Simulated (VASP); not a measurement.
Input of a VASP 6.6.1 run:

File POSCAR:

```
TaN
1.0
    3.0500020400      0.0000000000      0.0000000000
   -1.5250010200      2.6413792500      0.0000000000
    0.0000000000      0.0000000000      4.9400015300
Ta N
2 2
Direct
    0.3333333333      0.6666666667      0.0000000000
    0.6666666667      0.3333333333      0.5000000000
    0.3333333333      0.6666666667      0.3850000000
    0.6666666667      0.3333333333      0.8850000000
```

File INCAR.step1:

```
PREC = Accurate ; ENCUT = 520
ISMEAR = 0 ; SIGMA = 0.05
LREAL = F ; LASPH = T
NELM = 150 ; ISPIN = 2
MAGMOM = 0 0 0 0 ; LMAXMIX = 4
LDAU = T ; LDAUTYPE = 2
LDAUL = 2 -1 ; LDAUU = 1 0
LDAUJ = 0 0 ; NBANDS = 28
GGA = PE ; ALGO = Normal
EDIFF = 1E-4 ; LWAVE = T
LCHARG = F
```

File INCAR.step2:

```
PREC = Accurate ; ENCUT = 520
EDIFF = 1E-6 ; ISMEAR = 0
SIGMA = 0.05 ; LREAL = F
LASPH = T ; NELM = 150
ALGO = Normal ; ISIF = 2
LWAVE = F ; LCHARG = F
ISPIN = 2 ; MAGMOM = 0 0 0 0
LORBIT = 11 ; LMAXMIX = 4
LDAU = T ; LDAUTYPE = 2
LDAUL = 2 -1 ; LDAUU = 1 0
LDAUJ = 0 0 ; LDAUPRINT = 1
METAGGA = R2SCAN ; LMIXTAU = T
NBANDS = 28 ; ISTART = 1
```

Contents of KPOINTS:

```
regular mesh
0
Gamma
  7 7 4
```

Potentials or basis: VASP PAW PBE potentials, release 64 (Ta_pv, N).

Launch:

```console
$ cat potpaw_PBE.64/Ta_pv/POTCAR potpaw_PBE.64/N/POTCAR > POTCAR
$ cp INCAR.step1 INCAR
$ mpirun -np 1 vasp_std > vasp.out
$ cp INCAR.step2 INCAR
$ mpirun -np 1 vasp_std > vasp.out
```

(1) Predict the band gap on the k mesh.

(2) What does it give for the pressure?

(3) What does it give for the net moment?

## Answers

(1) zero (filled and empty bands overlap).

(2) 142.4 GPa.

(3) 0.00 μB per cell.

Caveat: the PAW data sets were made with another functional, which shifts forces and pressure a little; spin-orbit coupling is left out, which moves the levels of the heavy elements.
